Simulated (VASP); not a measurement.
# GaN (F-43m) in VASP: notebook

The runs below take GaN through single point, with PBE, RPBE+D4, revPBE+D3(BJ).

All numbers are computed with VASP 6.6.1; they aren't measurements. Logs are shortened: lines on timing, memory, paths and dates and some standing lists are left out, and cuts for length are marked.

## 1. The cell of the first run

The structure is cubic, space group F-43m (No. 216). Conventional cell: a = 4.507 Å, b = 4.507 Å, c = 4.507 Å, α = 90.00°, β = 90.00°, γ = 90.00°. Ga (site symmetry -43m) has 4 N at 1.95 Å within 2.6 Å. N (site symmetry -43m) has 4 Ga at 1.95 Å within 2.6 Å.

## 2. Single point, PBE

File INCAR:

```
SYSTEM = GaN
PREC = Accurate
ENCUT = 520
EDIFF = 1E-6
ISMEAR = 0
SIGMA = 0.02
LREAL = .False.
LASPH = .True.
NELM = 100
ALGO = Normal
ISIF = 2
LWAVE = .False.
LCHARG = .False.
GGA = PE
NBANDS = 16
```

File KPOINTS:

```
regular mesh
0
Gamma
  10 10 10
  0 0 0
```

File POSCAR:

```
GaN
1.0
    0.0000000000      2.2535006075      2.2535006075
    2.2535006075      0.0000000000      2.2535006075
    2.2535006075      2.2535006075      0.0000000000
Ga N
1 1
Direct
    0.0000000000      0.0000000000      0.0000000000
    0.2500000000      0.2500000000      0.2500000000
```

Potentials or basis: VASP PAW PBE potentials, release 64 (Ga_d, N).

Launch:

```sh
$ cat potpaw_PBE.64/Ga_d/POTCAR potpaw_PBE.64/N/POTCAR > POTCAR
$ mpirun -np 1 vasp_std > vasp.out
```

OUTCAR:

```text
SYSTEM = GaN
   PREC = Accurate
   ENCUT = 520
   EDIFF = 1E-6
   ISMEAR = 0
   LREAL = .False.
   LASPH = .True.
   NELM = 100
   ISIF = 2
   GGA = PE

 ion  position               nearest neighbor table
   1  0.000  0.000  0.000-   2 1.95   2 1.95   2 1.95   2 1.95
   2  0.250  0.250  0.250-   1 1.95   1 1.95   1 1.95   1 1.95

  LATTYP: Found a face centered cubic cell.
 ALAT       =     4.5070012150

  Lattice vectors:

 A1 = (   0.0000000000,   2.2535006075,   2.2535006075)
 A2 = (   2.2535006075,   0.0000000000,   2.2535006075)
 A3 = (   2.2535006075,   2.2535006075,   0.0000000000)

Analysis of symmetry for initial positions (statically):
=====================================================================
 Subroutine PRICEL returns:
 Original cell was already a primitive cell.

 Routine SETGRP: Setting up the symmetry group for a
 face centered cubic supercell.

 Subroutine GETGRP returns: Found 24 space group operations
 (whereof 24 operations were pure point group operations)
 out of a pool of 48 trial point group operations.

The static configuration has the point symmetry T_d .

Analysis of symmetry for dynamics (positions and initial velocities):
=====================================================================
 Subroutine PRICEL returns:
 Original cell was already a primitive cell.

 Routine SETGRP: Setting up the symmetry group for a
 face centered cubic supercell.

 Subroutine GETGRP returns: Found 24 space group operations
 (whereof 24 operations were pure point group operations)
 out of a pool of 48 trial point group operations.

The dynamic configuration has the point symmetry T_d .

 Subroutine INISYM returns: Found 24 space group operations
 (whereof 24 operations are pure point group operations),
 and found     1 'primitive' translations

----------------------------------------------------------------------------------------

                                     Primitive cell

  volume of cell :      22.8877

  direct lattice vectors                    reciprocal lattice vectors
     0.000000000  2.253500607  2.253500607    -0.221877020  0.221877020  0.221877020
     2.253500607  0.000000000  2.253500607     0.221877020 -0.221877020  0.221877020
     2.253500607  2.253500607  0.000000000     0.221877020  0.221877020 -0.221877020

  length of vectors
     3.186931122  3.186931122  3.186931122     0.384302272  0.384302272  0.384302272

  position of ions in fractional coordinates (direct lattice)
     0.000000000  0.000000000  0.000000000
     0.250000000  0.250000000  0.250000000

  ion indices of the primitive-cell ions
   primitive index   ion index
                 1           1
                 2           2

----------------------------------------------------------------------------------------

 KPOINTS: regular mesh

Automatic generation of k-mesh.
 Grid dimensions read from file:
 generate k-points for:   10   10   10

 Generating k-lattice:

  Cartesian coordinates                     Fractional coordinates (reciprocal lattice)
    -0.022187702  0.022187702  0.022187702     0.100000000  0.000000000  0.000000000
     0.022187702 -0.022187702  0.022187702     0.000000000  0.100000000  0.000000000
     0.022187702  0.022187702 -0.022187702     0.000000000  0.000000000  0.100000000

  Length of vectors
     0.038430227  0.038430227  0.038430227

  Shift w.r.t. Gamma in fractional coordinates (k-lattice)
     0.000000000  0.000000000  0.000000000

 Subroutine IBZKPT returns following result:
 ===========================================

 Found     47 irreducible k-points:

 Following reciprocal coordinates:
            Coordinates               Weight
  0.000000  0.000000  0.000000      1.000000
  0.100000  0.000000  0.000000      8.000000
  0.200000  0.000000  0.000000      8.000000
  0.300000  0.000000  0.000000      8.000000
  0.400000  0.000000  0.000000      8.000000
  0.500000  0.000000  0.000000      4.000000
[... 16 lines left out ...]
  0.300000  0.300000  0.000000      6.000000
  0.400000  0.300000  0.000000     24.000000
 [... further k-points ...]
   k-points           NKPTS =     47   k-points in BZ     NKDIM =     47   number of bands    NBANDS=     16
   number of dos      NEDOS =    301   number of ions     NIONS =      2
   total plane-waves  NPLWV =  13824
   dimension x,y,z NGX =    24 NGY =   24 NGZ =   24
   dimension x,y,z NGXF=    48 NGYF=   48 NGZF=   48
   ions per type =               1   1
   NGX,Y,Z   is equivalent  to a cutoff of  12.52, 12.52, 12.52 a.u.
   NGXF,Y,Z  is equivalent  to a cutoff of  25.04, 25.04, 25.04 a.u.
 SYSTEM =  GaN
   PREC   = accura    normal or accurate (medium, high low for compatibility)
   ISTART =      0    job   : 0-new  1-cont  2-samecut
   ICHARG =      2    charge: 1-file 2-atom 10-const
   ISPIN  =      1    spin polarized calculation?
   LNONCOLLINEAR =      F non collinear calculations
   LSORBIT =      F    spin-orbit coupling
   LASPH  =      T    aspherical Exc in radial PAW
   ENCUT  =  520.0 eV  38.22 Ry    6.18 a.u.   5.93  5.93  5.93*2*pi/ulx,y,z
   NELM   =    100;   NELMIN=  2; NELMDL= -5     # of ELM steps
   EDIFF  = 0.1E-05   stopping-criterion for ELM
   LREAL  =      F    real-space projection
   EDIFFG = 0.1E-04   stopping-criterion for IOM
   NSW    =      0    number of steps for IOM
   IBRION =     -1    ionic relax: 0-MD 1-quasi-New 2-CG
   NFREE  =      0    steps in history (QN), initial steepest desc. (CG)
   ISIF   =      2    stress and relaxation
   ISYM   =      2    0-nonsym 1-usesym 2-fastsym
   POTIM  = 0.5000    time-step for ionic-motion
   TEBEG  =    0.0;   TEEND  =   0.0 temperature during run
   PSTRESS=    0.0 pullay stress
   NELECT =      18.0000    total number of electrons
   NUPDOWN=      -1.0000    fix difference up-down
   EMIN   =  10.00;   EMAX   =-10.00  energy-range for DOS
   EFERMI =   0.00;   METHOD = LEGACY
   ISMEAR =     0;   SIGMA  =   0.02  broadening in eV -4-tet -1-fermi 0-gaus
   EFERMI_NEDOS =   21; number of points for ismear=-14 and -15
   IALGO  =     38    algorithm
   IMIX   =      4    mixing-type and parameters
     AMIX     =   0.40;   BMIX     =  1.00
     AMIX_MAG =   1.60;   BMIX_MAG =  1.00
  volume/ion in A,a.u.               =      11.44        77.23
  Fermi-wavevector in a.u.,A,eV,Ry     =   1.511117  2.855596 31.068543  2.283473
  Thomas-Fermi vector in A             =   2.621216
   LORBIT       =      0    0 simple, 1 ext, 2 COOP (PROOUT), +10 PAW based schemes
   GGA     = PE    functional components
   LHFCALC =     F    Hartree Fock is set to
   AEXX    =    0.0000 exact exchange contribution
   IVDW    =     0    specifies the selected vdW correction
   LEPSILON=     F    determine dielectric tensor
   LRPA    =     F    only Hartree local field effects (RPA)
 non-spin polarized calculation
 Gauss-broadening in eV      SIGMA  =   0.02
  energy-cutoff  :      520.00
  volume of cell :       22.89
 maximum number of plane-waves:       636
   NGX = 11   NGY = 11   NGZ = 11

 number of electron      18.0000004 magnetization

 Free energy of the ion-electron system (eV)
  ---------------------------------------------------
  ext. energy  EPLUGINS =         0.00000000
  ---------------------------------------------------
  free energy    TOTEN  =       -12.14320721 eV

  energy without entropy =      -12.14320721  energy(sigma->0) =      -12.14320721

 E-fermi :   5.4780     XC(G=0): -11.6669

 val. band max:        5.2811952845   @ k =   0.0000   0.0000   0.0000
 cond. band min:       7.0056103275   @ k =   0.0000   0.0000   0.0000
 fundamental gap:      1.7244150431
 Fermi energy:         5.4780176077

 k-point     1 :       0.0000    0.0000    0.0000
  band No.  band energies     occupation
      1     -10.6523      2.00000
      2      -8.1604      2.00000
      3      -8.1604      2.00000
      4      -8.1604      2.00000
      5      -7.8407      2.00000
      6      -7.8407      2.00000
[... 8 lines left out ...]
     15      24.1369      0.00000
     16      24.1369      0.00000

 k-point     2 :       0.1000    0.0000    0.0000
  band No.  band energies     occupation
      1     -10.5423      2.00000
      2      -8.1468      2.00000
      3      -8.1468      2.00000
      4      -8.1215      2.00000
      5      -7.8420      2.00000
      6      -7.8420      2.00000
[... 8 lines left out ...]
     15      22.8360      0.00000
     16      22.8485      0.00000

 k-point     3 :       0.2000    0.0000    0.0000
  band No.  band energies     occupation
      1     -10.2652      2.00000
      2      -8.1152      2.00000
      3      -8.1152      2.00000
      4      -7.9586      2.00000
      5      -7.8408      2.00000
      6      -7.8408      2.00000
[... 8 lines left out ...]
     15      22.0688      0.00000
     16      22.0688      0.00000

 k-point     4 :       0.3000    0.0000    0.0000
  band No.  band energies     occupation
      1      -9.9710      2.00000
      2      -8.0872      2.00000
      3      -8.0872      2.00000
      4      -7.8273      2.00000
      5      -7.8273      2.00000
      6      -7.5623      2.00000
[... 8 lines left out ...]
     15      22.5500      0.00000
     16      22.5500      0.00000

 k-point     5 :       0.4000    0.0000    0.0000
  band No.  band energies     occupation
      1      -9.7950      2.00000
      2      -8.0751      2.00000
      3      -8.0751      2.00000
      4      -7.8048      2.00000
      5      -7.8048      2.00000
      6      -6.9549      2.00000
[... 8 lines left out ...]
     15      23.9445      0.00000
     16      23.9445      0.00000

 k-point     6 :       0.5000    0.0000    0.0000
  band No.  band energies     occupation
      1      -9.7440      2.00000
      2      -8.0728      2.00000
      3      -8.0728      2.00000
      4      -7.7936      2.00000
      5      -7.7936      2.00000
      6      -6.5960      2.00000
[... 8 lines left out ...]
     15      24.9450      0.00000
     16      24.9450      0.00000

 k-point     7 :       0.1000    0.1000    0.0000
  band No.  band energies     occupation
      1     -10.5060      2.00000
      2      -8.1346      2.00000
      3      -8.1346      2.00000
      4      -8.1244      2.00000
      5      -7.8509      2.00000
      6      -7.8334      2.00000
[... 8 lines left out ...]
     15      24.3016      0.00000
     16      24.8373      0.00000

 k-point     8 :       0.2000    0.1000    0.0000
  band No.  band energies     occupation
      1     -10.2860      2.00000
      2      -8.1142      2.00000
      3      -8.1019      2.00000
      4      -8.0134      2.00000
      5      -7.8483      2.00000
      6      -7.8261      2.00000
[... 8 lines left out ...]
     15      23.9009      0.00000
     16      24.0137      0.00000

 k-point     9 :       0.3000    0.1000    0.0000
  band No.  band energies     occupation
      1     -10.0022      2.00000
      2      -8.0889      2.00000
      3      -8.0697      2.00000
      4      -7.8880      2.00000
      5      -7.8135      2.00000
      6      -7.6416      2.00000
[... 8 lines left out ...]
     15      23.0595      0.00000
     16      23.9816      0.00000
[... 172 lines left out ...]
 k-point    19 :       0.5000    0.2000    0.0000
  band No.  band energies     occupation
      1      -9.6690      2.00000
      2      -8.0567      2.00000
      3      -7.9955      2.00000
      4      -7.8822      2.00000
      5      -7.7897      2.00000
      6      -6.4899      2.00000
[... 8 lines left out ...]
     15      25.5359      0.00000
     16      25.9134      0.00000

 k-point    20 :      -0.4000    0.2000    0.0000
  band No.  band energies     occupation
      1      -9.6615      2.00000
      2      -8.0617      2.00000
      3      -8.0016      2.00000
      4      -7.8518      2.00000
      5      -7.8137      2.00000
      6      -6.3642      2.00000
[... 8 lines left out ...]
     15      23.9338      0.00000
     16      25.5634      0.00000

 k-point    21 :      -0.3000    0.2000    0.0000
  band No.  band energies     occupation
      1      -9.7266      2.00000
      2      -8.0634      2.00000
      3      -8.0197      2.00000
      4      -7.8473      2.00000
      5      -7.8440      2.00000
      6      -6.8258      2.00000
[... 8 lines left out ...]
     15      22.5931      0.00000
     16      25.9033      0.00000

 k-point    22 :      -0.2000    0.2000    0.0000
  band No.  band energies     occupation
      1      -9.8808      2.00000
      2      -8.0709      2.00000
      3      -8.0564      2.00000
      4      -7.8628      2.00000
      5      -7.8530      2.00000
      6      -7.3869      2.00000
[... 8 lines left out ...]
     15      22.6574      0.00000
     16      25.8430      0.00000

 k-point    23 :       0.3000    0.3000    0.0000
  band No.  band energies     occupation
      1      -9.7950      2.00000
      2      -8.0121      2.00000
      3      -7.9707      2.00000
      4      -7.9707      2.00000
      5      -7.7905      2.00000
      6      -7.3726      2.00000
[... 8 lines left out ...]
     15      27.3182      0.00000
     16      27.7431      0.00000

 k-point    24 :       0.4000    0.3000    0.0000
  band No.  band energies     occupation
      1      -9.6789      2.00000
      2      -8.0306      2.00000
      3      -7.9364      2.00000
      4      -7.9359      2.00000
      5      -7.7803      2.00000
      6      -6.9184      2.00000
[... 8 lines left out ...]
     15      27.5927      0.00000
     16      27.7094      0.00000

 [... further k-points ...]
[... 5 lines left out ...]
  --------------------------------------------------------------------------------------
  -------------------------------------------------------------------------------------
  Total        0.7277652      0.7277652      0.7277652     -0.0000000     -0.0000000      0.0000000
  in kB       50.9446777     50.9446777     50.9446777     -0.0000000     -0.0000000      0.0000000
  external PRESSURE =      50.9446777 kB  Pullay stress =       0.0000000 kB

 VOLUME and BASIS-vectors are now :
 -----------------------------------------------------------------------------
  energy-cutoff  :      520.00
  volume of cell :       22.89
      direct lattice vectors                 reciprocal lattice vectors
     0.000000000  2.253500607  2.253500607    -0.221877020  0.221877020  0.221877020
     2.253500607  0.000000000  2.253500607     0.221877020 -0.221877020  0.221877020
     2.253500607  2.253500607  0.000000000     0.221877020  0.221877020 -0.221877020

 POSITION                                       TOTAL-FORCE (eV/Angst)
 -----------------------------------------------------------------------------------
      0.00000      0.00000      0.00000        -0.000000     -0.000000     -0.000000
      1.12675      1.12675      1.12675         0.000000      0.000000      0.000000
 -----------------------------------------------------------------------------------
    total drift:                                0.000002      0.000002      0.000002

  FREE ENERGIE OF THE ION-ELECTRON SYSTEM (eV)
  ---------------------------------------------------
  free  energy   TOTEN  =       -12.1432072070 eV

  energy  without entropy=      -12.1432072070  energy(sigma->0) =      -12.14320721
```

Run time: 18 s. Hardware: 1 thread of AMD EPYC 7R43 (Zen 3), shared host; peak memory 0.11 GiB.

What came out:

| Quantity | Value |
| --- | --- |
| Free energy | -12.1432 eV |
| Pressure | 5.1 GPa |
| Band gap on the k mesh | 1.72 eV, direct |

## 3. Single point, PBE

File INCAR:

```
PREC = Accurate
ENCUT = 520
EDIFF = 1E-6
ISMEAR = 0
SIGMA = 0.020999999999999998
LREAL = F
LASPH = T
NELM = 80
ALGO = Normal
ISIF = 2
LWAVE = F
LCHARG = F
GGA = PE
NBANDS = 16
```

File KPOINTS:

```
regular mesh
0
Gamma
  10 10 10
```

POSCAR is that of step 2.

Potentials or basis: VASP PAW PBE potentials, release 64 (Ga_d, N).

Launch:

```sh
$ cat potpaw_PBE.64/Ga_d/POTCAR potpaw_PBE.64/N/POTCAR > POTCAR
$ mpirun -np 1 vasp_std > vasp.out
```

OUTCAR:

```text
PREC = Accurate
   ENCUT = 520
   EDIFF = 1E-6
   ISMEAR = 0
   LREAL = F
   LASPH = T
   NELM = 80
   ISIF = 2
   GGA = PE

 ion  position               nearest neighbor table
   1  0.000  0.000  0.000-   2 1.95   2 1.95   2 1.95   2 1.95
   2  0.250  0.250  0.250-   1 1.95   1 1.95   1 1.95   1 1.95

  LATTYP: Found a face centered cubic cell.
 ALAT       =     4.5070012150

  Lattice vectors:

 A1 = (   0.0000000000,   2.2535006075,   2.2535006075)
 A2 = (   2.2535006075,   0.0000000000,   2.2535006075)
 A3 = (   2.2535006075,   2.2535006075,   0.0000000000)
[... 623 lines left out ...]
      3      -7.9364      2.00000
      4      -7.9359      2.00000
      5      -7.7803      2.00000
      6      -6.9184      2.00000
[... 8 lines left out ...]
     15      27.5927      0.00000
     16      27.7094      0.00000

 [... further k-points ...]
[... 5 lines left out ...]
  --------------------------------------------------------------------------------------
  -------------------------------------------------------------------------------------
  Total        0.7277652      0.7277652      0.7277652     -0.0000000      0.0000000     -0.0000000
  in kB       50.9446781     50.9446781     50.9446781     -0.0000000      0.0000000     -0.0000000
  external PRESSURE =      50.9446781 kB  Pullay stress =       0.0000000 kB

 VOLUME and BASIS-vectors are now :
 -----------------------------------------------------------------------------
  energy-cutoff  :      520.00
  volume of cell :       22.89
      direct lattice vectors                 reciprocal lattice vectors
     0.000000000  2.253500607  2.253500607    -0.221877020  0.221877020  0.221877020
     2.253500607  0.000000000  2.253500607     0.221877020 -0.221877020  0.221877020
     2.253500607  2.253500607  0.000000000     0.221877020  0.221877020 -0.221877020

 POSITION                                       TOTAL-FORCE (eV/Angst)
 -----------------------------------------------------------------------------------
      0.00000      0.00000      0.00000        -0.000000     -0.000000     -0.000000
      1.12675      1.12675      1.12675         0.000000      0.000000      0.000000
 -----------------------------------------------------------------------------------
    total drift:                                0.000002      0.000002      0.000002

  FREE ENERGIE OF THE ION-ELECTRON SYSTEM (eV)
  ---------------------------------------------------
  free  energy   TOTEN  =       -12.1432072070 eV

  energy  without entropy=      -12.1432072070  energy(sigma->0) =      -12.14320721
```

stdout:

```text
POSCAR found type information on POSCAR GaN
 POSCAR found :  2 types and       2 ions
 scaLAPACK will be used
 LDA part: xc-table for (Slater+PW92), standard interpolation
 POSCAR, INCAR and KPOINTS ok, starting setup
 FFT: planning ... GRIDC
 FFT: planning ... GRID_SOFT
 FFT: planning ... GRID
 WAVECAR not read
 entering main loop
```

Wall time 17 s (1 thread of AMD EPYC 7R43 (Zen 3), shared host); peak memory 0.11 GiB.

Results:

```yaml
Free_energy: -12.1432 eV
Pressure: 5.1 GPa
Band_gap_on_the_k_mesh: 1.72 eV, direct
```

As with any semilocal functional, this PBE gap is likely too small.

## 4. Single point, PBE

File INCAR:

```
SYSTEM = GaN
ALGO = Normal ; EDIFF = 1E-6
ENCUT = 520 ; GGA = PE
ISIF = 2 ; ISMEAR = 0
LASPH = .TRUE. ; LCHARG = .FALSE.
LREAL = .FALSE. ; LWAVE = .FALSE.
NBANDS = 16 ; NELM = 60
PREC = Accurate ; SIGMA = 0.022
```

File KPOINTS:

```
k-points
0
G
  10 10 10
  0 0 0
```

POSCAR is that of step 3.

Launch:

```sh
$ cat potpaw_PBE.64/Ga_d/POTCAR potpaw_PBE.64/N/POTCAR > POTCAR
$ mpirun -np 1 vasp_std > vasp.out
```

Run time: 17 s. Hardware: 1 thread of AMD EPYC 7R43 (Zen 3), shared host; peak memory 0.11 GiB.

It converged, with:

```yaml
Free_energy: -12.1432 eV
Pressure: 5.1 GPa
Band_gap_on_the_k_mesh: 1.72 eV, direct
```

Levels at points of the mesh, in eV from the valence-band top:
```tsv
k point	band 5	band 6	band 7	band 8	band 9	band 10	band 11	band 12	band 13	band 14
(0.00, 0.00, 0.00)	-13.12	-13.12	0.00	0.00	0.00	1.72	10.30	10.30	10.30	17.60
(0.50, 0.00, 0.00)	-13.07	-11.88	-7.04	-0.97	-0.97	4.64	8.73	10.37	10.37	15.63
(0.50, 0.50, 0.00)	-13.05	-11.45	-6.12	-2.70	-2.70	3.35	6.66	11.71	13.96	13.96
```

[end of part 1 of 2]
